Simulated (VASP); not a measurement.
A run of VASP 6.6.1:

Contents of INCAR:

```
ALGO = Normal ; EDIFF = 1E-6
EDIFFG = -0.005 ; ENCUT = 600
GGA = PS ; IBRION = 2
ISIF = 3 ; ISMEAR = 0
LASPH = T ; LCHARG = F
LREAL = F ; LWAVE = F
NELM = 100 ; NSW = 100
PREC = Accurate ; SIGMA = 0.1
```

File KPOINTS:

```
k-points
0
Gamma
  12 12 12
```

File POSCAR:

```
LaS
1.0
    0.0000000000      2.9210009391      2.9210009391
    2.9210009391      0.0000000000      2.9210009391
    2.9210009391      2.9210009391      0.0000000000
La S
1 1
Direct
    0.5000000000      0.5000000000      0.5000000000
    0.0000000000      0.0000000000      0.0000000000
```

Potentials or basis: VASP PAW PBE potentials, release 64 (La, S).

Launch:

```bash
$ cat potpaw_PBE.64/La/POTCAR potpaw_PBE.64/S/POTCAR > POTCAR
$ mpirun -np 1 vasp_std > vasp.out
```

Hardware: 1 thread of Oxide Virtual Turin-like Processor, with other jobs on the host.

Question: How long does it take, and how much memory?

Answer: It took 3.3 min on 1 thread of Oxide Virtual Turin-like Processor (shared host), peak memory 0.24 GiB. Counts: scf iterations 32, k points 72, ion steps 3.
